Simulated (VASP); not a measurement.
A run of VASP 6.6.1 is set up as follows.

Contents of INCAR:

```
PREC = Accurate ; ENCUT = 520
EDIFF = 1E-7 ; ISMEAR = -1
SIGMA = 0.02 ; LREAL = False
LASPH = True ; NELM = 80
ALGO = Normal ; ISIF = 2
LWAVE = False ; LCHARG = True
GGA = PE ; LELF = True
LVHAR = True ; NBANDS = 23
```

KPOINTS

```
regular mesh
0
Gamma
  6 6 4
```

Contents of POSCAR:

```
NaScTe2
1.0
    4.2313812517      0.0000000000      0.0000000000
    0.0000000000      4.2313812517      0.0000000000
    0.0000000000      0.0000000000      5.8063099880
Na Te Sc
1 2 1
Direct
    0.0000000000      0.0000000000      0.0000000000
    0.0000000000      0.0000000000      0.5000000000
    0.5000000000      0.5000000000      0.0000000000
    0.5000000000      0.5000000000      0.5000000000
```

Potentials or basis: VASP PAW PBE potentials, release 64 (Na_pv, Te, Sc_sv).

Launch:

```bash
$ cat potpaw_PBE.64/Na_pv/POTCAR potpaw_PBE.64/Te/POTCAR potpaw_PBE.64/Sc_sv/POTCAR > POTCAR
$ mpirun -np 1 vasp_std > vasp.out
```

(1) Predict the band gap on the k mesh.

(2) What does it give for the pressure?

Results:

(1) zero (band 15 reaches 5.17 eV, above the bottom of band 16 at 4.76 eV).

(2) 3.2 GPa.

Caveat: spin-orbit coupling is left out, which moves the levels of the heavy elements.
